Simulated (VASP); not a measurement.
# ZnS (Cm) in VASP: notebook

ZnS is run at these levels: PBE; tasks: single point.

Everything below comes from runs of VASP 6.6.1. Logs are shortened: lines on timing, memory, paths and dates and some standing lists are left out, and cuts for length are marked.

## (1) The cell of the first run

Symmetry: Cm, No. 8, monoclinic system. The conventional cell has a = 14.262 Å, b = 3.845 Å, c = 18.836 Å, α = 90.00°, β = 109.29°, γ = 90.00°. Zn (site symmetry m) has 3 S at 2.36 Å within 3.1 Å. Within 3.1 Å of Zn (site symmetry m) lie 3 S at 2.36 Å. Zn (site symmetry m) has 4 S at 2.36 Å within 3.1 Å. Within 3.1 Å of Zn (site symmetry m) lie 4 S at 2.36 Å. Zn (site symmetry m) has 4 S at 2.36 Å within 3.1 Å. Zn (site symmetry m) has 4 S at 2.36 Å within 3.1 Å. Within 3.1 Å of Zn (site symmetry m) lie 4 S at 2.36 Å. Zn (site symmetry m) has 3 S at 2.36 Å within 3.1 Å.

## (2) Single point, PBE (the distance across one plane changed)

INCAR

```
SYSTEM = ZnS
PREC = Accurate
ENCUT = 520
EDIFF = 1E-7
ISMEAR = 0
SIGMA = 0.05
LREAL = Auto
LASPH = .True.
NELM = 60
ALGO = Normal
ISIF = 2
LWAVE = .False.
LCHARG = .False.
GGA = PE
NBANDS = 86
ISYM = 0
LUSENCCL = .False.
```

KPOINTS

```
Automatic mesh
0
Gamma
  4 7 3
  0 0 0
```

POSCAR

```
ZnS
1.0
   -1.9227464936     -3.3302946170      6.3053333075
    1.9227464936     -3.3302946170      0.0000000000
   14.2083842975      5.9830180876      9.1075168762
Zn S
8 8
Direct
    0.6782073363      1.0234754325      0.1173917987
    0.9604858272      0.6338890308      0.6142861112
    0.4389668333      0.5602799653      0.2830232362
    0.1997263302      1.0970844980      0.4486546737
    0.9788402505      0.3041458765      0.2554179966
    0.2180807535      0.7673413437      0.0897865591
    0.7395997474      0.8409504092      0.4210494341
    0.5003592444      0.3777549420      0.5866808716
    0.9631577329      0.8499807438      0.1794307794
    0.2023982359      0.3131762111      0.0137993419
    0.7239172299      0.3867852766      0.3450622169
    0.4846767268      0.9235898094      0.5106936544
    0.2637906471      0.1306511878      0.3174569773
    0.5030311501      0.5938466550      0.1518255398
    1.0245501440      0.6674557206      0.4830884148
    0.7853096410      0.2042602533      0.6487198523
```

Potentials or basis: VASP PAW PBE potentials, release 64 (Zn, S).

On the command line:

```
cat potpaw_PBE.64/Zn/POTCAR potpaw_PBE.64/S/POTCAR > POTCAR
mpirun -np 1 vasp_std > vasp.out
```

OUTCAR:

```text
SYSTEM = ZnS
   PREC = Accurate
   ENCUT = 520
   EDIFF = 1E-7
   ISMEAR = 0
   LREAL = Auto
   LASPH = .True.
   NELM = 60
   ISIF = 2
   GGA = PE
   ISYM = 0

 ion  position               nearest neighbor table
   1  0.678  0.023  0.117-  14 2.36  14 2.36   9 2.36
   2  0.960  0.634  0.614-  16 2.36  16 2.36  15 2.36
   3  0.439  0.560  0.283-  13 2.36  13 2.36  14 2.36  11 2.36
   4  0.200  0.097  0.449-  15 2.36  15 2.36  13 2.36  12 2.36
   5  0.979  0.304  0.255-  11 2.36   9 2.36   9 2.36  13 2.36
   6  0.218  0.767  0.090-   9 2.36  10 2.36  10 2.36  14 2.36
   7  0.740  0.841  0.421-  12 2.36  11 2.36  11 2.36  15 2.36
   8  0.500  0.378  0.587-  12 2.36  12 2.36  16 2.36
   9  0.963  0.850  0.179-   6 2.36   5 2.36   5 2.36   1 2.36
  10  0.202  0.313  0.014-   6 2.36   6 2.36
  11  0.724  0.387  0.345-   5 2.36   7 2.36   7 2.36   3 2.36
  12  0.485  0.924  0.511-   7 2.36   8 2.36   8 2.36   4 2.36
  13  0.264  0.131  0.317-   3 2.36   3 2.36   4 2.36   5 2.36
  14  0.503  0.594  0.152-   1 2.36   1 2.36   3 2.36   6 2.36
  15  0.025  0.667  0.483-   4 2.36   4 2.36   2 2.36   7 2.36
  16  0.785  0.204  0.649-   2 2.36   2 2.36   8 2.36

IMPORTANT INFORMATION: All symmetrisations will be switched off!
NOSYMM: (Re-)initialisation of all symmetry stuff for point group C_1.

----------------------------------------------------------------------------------------

                                     Primitive cell

  volume of cell :     487.5284

  direct lattice vectors                    reciprocal lattice vectors
    -1.922746494 -3.330294617  6.305333307    -0.062213220 -0.035918820  0.120653336
     1.922746494 -3.330294617  0.000000000     0.139593164 -0.219679583 -0.073460901
    14.208384298  5.983018088  9.107516876     0.043071574  0.024867385  0.026268467

  length of vectors
     7.385461694  3.845492987 17.905908339     0.140420347  0.270447545  0.056245708

  position of ions in fractional coordinates (direct lattice)
     0.678207336  0.023475432  0.117391799
     0.960485827  0.633889031  0.614286111
     0.438966833  0.560279965  0.283023236
     0.199726330  0.097084498  0.448654674
     0.978840250  0.304145877  0.255417997
     0.218080753  0.767341344  0.089786559
[... 8 lines left out ...]
     0.024550144  0.667455721  0.483088415
     0.785309641  0.204260253  0.648719852

  ion indices of the primitive-cell ions
   primitive index   ion index
                 1           1
                 2           2
                 3           3
[... 112 lines left out ...]
   NFREE  =      0    steps in history (QN), initial steepest desc. (CG)
   ISIF   =      2    stress and relaxation
   ISYM   =      0    0-nonsym 1-usesym 2-fastsym
   POTIM  = 0.5000    time-step for ionic-motion
   TEBEG  =    0.0;   TEEND  =   0.0 temperature during run
   PSTRESS=    0.0 pullay stress
   NELECT =     144.0000    total number of electrons
   NUPDOWN=      -1.0000    fix difference up-down
   EMIN   =  10.00;   EMAX   =-10.00  energy-range for DOS
   EFERMI =   0.00;   METHOD = LEGACY
   ISMEAR =     0;   SIGMA  =   0.05  broadening in eV -4-tet -1-fermi 0-gaus
   EFERMI_NEDOS =   21; number of points for ismear=-14 and -15
   IALGO  =     38    algorithm
   IMIX   =      4    mixing-type and parameters
     AMIX     =   0.40;   BMIX     =  1.00
     AMIX_MAG =   1.60;   BMIX_MAG =  1.00
  volume/ion in A,a.u.               =      30.47       205.63
  Fermi-wavevector in a.u.,A,eV,Ry     =   1.090257  2.060288 16.172715  1.188661
  Thomas-Fermi vector in A             =   2.226478
   LORBIT       =      0    0 simple, 1 ext, 2 COOP (PROOUT), +10 PAW based schemes
   GGA     = PE    functional components
   LHFCALC =     F    Hartree Fock is set to
   AEXX    =    0.0000 exact exchange contribution
   IVDW    =     0    specifies the selected vdW correction
   LEPSILON=     F    determine dielectric tensor
   LRPA    =     F    only Hartree local field effects (RPA)
 non-spin polarized calculation
 Gauss-broadening in eV      SIGMA  =   0.05
  energy-cutoff  :      520.00
  volume of cell :      487.53
 maximum number of plane-waves:     13157
 NGX is ok and might be reduce to    56
   NGX = 27   NGY = 15   NGZ = 67

 number of electron     143.9999999 magnetization

 Free energy of the ion-electron system (eV)
  ---------------------------------------------------
  ext. energy  EPLUGINS =         0.00000000
  ---------------------------------------------------
  free energy    TOTEN  =       -50.40868614 eV

  energy without entropy =      -50.39330601  energy(sigma->0) =      -50.40099607

 E-fermi :   0.2508     XC(G=0):  -7.0967

 val. band max:        0.2496332437   @ k =   0.2500   0.0000   0.3333
 cond. band min:       0.2544617890   @ k =   0.2500   0.0000   0.0000
 fundamental gap:      0.0048285453
 Fermi energy:         0.2508293089

 k-point     1 :       0.0000    0.0000    0.0000
  band No.  band energies     occupation
      1     -14.0738      2.00000
      2     -13.6366      2.00000
      3     -13.3752      2.00000
      4     -13.1729      2.00000
      5     -13.0895      2.00000
      6     -12.7831      2.00000
[... 2077 lines left out ...]
     83       4.6342      0.00000
     84       4.9122      0.00000

 [... further k-points ...]

 [bands above 84 left out]

------------------------ aborting loop because EDIFF is reached ----------------------------------------

  FORCE on cell =-STRESS in cart. coord.  units (eV):
  Direction    XX          YY          ZZ          XY          YZ          ZX
  --------------------------------------------------------------------------------------
  -------------------------------------------------------------------------------------
  Total       -1.3787263     -2.9049703     -2.3766698      1.3211865      0.1920578      0.3277385
  in kB       -4.5309438     -9.5466789     -7.8105115      4.3418493      0.6311646      1.0770555
  external PRESSURE =      -7.2960447 kB  Pullay stress =       0.0000000 kB

 VOLUME and BASIS-vectors are now :
 -----------------------------------------------------------------------------
  energy-cutoff  :      520.00
  volume of cell :      487.53
      direct lattice vectors                 reciprocal lattice vectors
    -1.922746494 -3.330294617  6.305333307    -0.062213220 -0.035918820  0.120653336
     1.922746494 -3.330294617  0.000000000     0.139593164 -0.219679583 -0.073460901
    14.208384298  5.983018088  9.107516876     0.043071574  0.024867385  0.026268467

 POSITION                                       TOTAL-FORCE (eV/Angst)
 -----------------------------------------------------------------------------------
      0.40906     -1.63445      5.34547         0.867046      0.500885      0.341164
      8.10005     -1.63445     11.65080         0.376614      0.218546     -1.304061
      4.25456     -1.63445      5.34547        -0.076609     -0.044080      0.036222
      6.17730      1.69584      5.34547        -0.087324     -0.050966     -0.161316
      2.33181     -2.74455      8.49814        -0.222732     -0.126655     -0.237663
      2.33181     -2.74455      2.19280        -0.914829     -0.527312     -0.817357
[... 8 lines left out ...]
      8.10005      0.58574      4.55453        -0.116749     -0.067171      0.425115
      8.10005      0.58574     10.85987         0.086703      0.050593      0.463920
 -----------------------------------------------------------------------------------
    total drift:                                0.004929     -0.004664     -0.003554

  FREE ENERGIE OF THE ION-ELECTRON SYSTEM (eV)
  ---------------------------------------------------
  free  energy   TOTEN  =       -50.4086861386 eV

  energy  without entropy=      -50.3933060052  energy(sigma->0) =      -50.40099607
```

OSZICAR:

```text
N       E                     dE             d eps       ncg     rms          rms(c)
DAV:   1     0.121641535075E+04    0.12164E+04   -0.62988E+04  7396   0.176E+03
DAV:   2     0.154973803394E+03   -0.10614E+04   -0.10163E+04  7604   0.419E+02
DAV:   3    -0.411287638456E+02   -0.19610E+03   -0.19012E+03  8328   0.170E+02
[... 19 lines left out ...]
DAV:  23    -0.504086844593E+02   -0.12980E-04   -0.73102E-06  8696   0.317E-02    0.507E-03
DAV:  24    -0.504086855443E+02   -0.10850E-05   -0.13999E-06  8664   0.146E-02    0.229E-03
DAV:  25    -0.504086859127E+02   -0.36844E-06   -0.31547E-07  6568   0.894E-03    0.130E-03
DAV:  26    -0.504086860567E+02   -0.14402E-06   -0.21780E-07  5224   0.423E-03    0.777E-04
DAV:  27    -0.504086861386E+02   -0.81840E-07   -0.63985E-08  4616   0.281E-03
   1 F= -.50408686E+02 E0= -.50400996E+02  d E =-.153801E-01
```

Run time: 3.7 min. Hardware: 1 × NVIDIA H100 80GB with 1 thread of AMD EPYC 7R13 (Zen 3), shared host; peak memory 2.2 GiB.

What came out:

```yaml
Free_energy: -50.4087 eV
Pressure: -0.7 GPa
Largest_force: 1.375 eV/Å
Band_gap_on_the_k_mesh: zero (bands 72 and 73 overlap by 0.11 eV)
```

Forces on the atoms (eV/Å):
```
Zn   0.867  0.501  0.341
Zn   0.377  0.219 -1.304
Zn  -0.077 -0.044  0.036
Zn  -0.087 -0.051 -0.161
Zn  -0.223 -0.127 -0.238
Zn  -0.915 -0.527 -0.817
Zn  -0.202 -0.116 -0.030
Zn  -0.707 -0.408  0.831
S    0.260  0.151 -0.169
S    0.395  0.226  0.394
S    0.281  0.163  0.124
S    0.572  0.326 -0.282
S    0.003  0.001  0.055
S   -0.515 -0.297  0.331
S   -0.117 -0.067  0.425
S    0.087  0.051  0.464
```

Caveat: the cell differs from its parent crystal (the distance across one plane changed); semilocal functionals underestimate gaps, and a narrow one can read as zero; forces of over 1 eV/Å act on the atoms, so gaps and moduli don't describe the material at rest.

## (3) Single point, PBE (the distance across one plane changed)

INCAR

```
SYSTEM = ZnS
  PREC = Accurate
  ENCUT = 520
  EDIFF = 1E-7
  ISMEAR = 0
  SIGMA = 0.05
  LREAL = Auto
  LASPH = .TRUE.
  NELM = 80
  ALGO = Normal
  ISIF = 2
  LWAVE = .FALSE.
  LCHARG = .FALSE.
  GGA = PE
  ISYM = 0
  NBANDS = 86
  LUSENCCL = .FALSE.
```

KPOINTS

```
Automatic mesh
0
G
  4 7 3
  0 0 0
```

POSCAR

```
ZnS
1.0
   -1.9227464936     -3.3302946170      6.3053333075
    1.9227464936     -3.3302946170      0.0000000000
    9.9966201204      3.5513549062      6.5388486049
Zn S
8 8
Direct
    0.6715016379      1.0005375482      0.1699732657
    0.9253963453      0.5138600007      0.8894336534
    0.4227998737      0.5049783657      0.4097933949
    0.1740981095      1.0094191832      0.6496135241
    0.9642501678      0.2542382295      0.3698233733
    0.2129519319      0.7497974120      0.1300032441
    0.7155484036      0.7586790469      0.6096435026
    0.4668466394      0.2631198644      0.8494636318
    0.9529082205      0.8149206928      0.2598003939
    0.2016099847      0.3104798753      0.0199802647
    0.7042064563      0.3193615103      0.4996205231
    0.4555046921      0.8238023277      0.7394406524
    0.2456567504      0.0686213740      0.4596505016
    0.4943585146      0.5641805565      0.2198303724
    0.9969549862      0.5730621915      0.6994706308
    0.7482532220      0.0775030090      0.9392907600
```

Potentials or basis: VASP PAW PBE potentials, release 64 (Zn, S).

On the command line:

```
cat potpaw_PBE.64/Zn/POTCAR potpaw_PBE.64/S/POTCAR > POTCAR
mpirun -np 1 vasp_std > vasp.out
```

Wall time 2.8 min (1 × NVIDIA H100 80GB with 1 thread of AMD EPYC 7R13 (Zen 3), shared host); peak memory 1.9 GiB.

The run converged. Its results:

```
Free energy            : -53.9732 eV
Pressure               : -1.5 GPa
Largest force          : 1.180 eV/Å
Band gap on the k mesh : 1.74 eV
```

Forces on the atoms (eV/Å):
```
Zn  -0.322 -0.187 -0.153
Zn   0.486  0.280  0.422
Zn   0.017  0.010  0.034
Zn   0.022  0.014 -0.011
Zn  -0.030 -0.018 -0.046
Zn  -0.411 -0.237 -0.356
Zn  -0.007 -0.003  0.031
Zn   0.578  0.333  0.320
S   -0.011 -0.007 -0.128
S   -0.892 -0.515 -0.576
S    0.056  0.031  0.017
S    0.267  0.155 -0.173
S   -0.055 -0.032 -0.016
S   -0.282 -0.165  0.064
S   -0.040 -0.022  0.190
S    0.624  0.361  0.380
```

Stress tensor (GPa, compression positive):
```
-2.11 -1.01 -0.68
-1.01 -0.94 -0.39
-0.68 -0.39 -1.38
```

Levels at points of the mesh, in eV from the valence-band top:
| k point | band 68 | band 69 | band 70 | band 71 | band 72 | band 73 | band 74 | band 75 | band 76 | band 77 |
| --- | --- | --- | --- | --- | --- | --- | --- | --- | --- | --- |
| (0.00, 0.00, 0.00) | -0.63 | -0.42 | -0.18 | -0.01 | 0.00 | 1.74 | 2.73 | 3.43 | 3.44 | 3.57 |
| (0.50, 0.00, 0.00) | -0.75 | -0.71 | -0.70 | -0.50 | -0.18 | 3.25 | 3.37 | 3.54 | 3.71 | 3.73 |

Caveat: the cell differs from its parent crystal (the distance across one plane changed); forces of over 1 eV/Å act on the atoms, so gaps and moduli don't describe the material at rest.

[end of part 1 of 2]
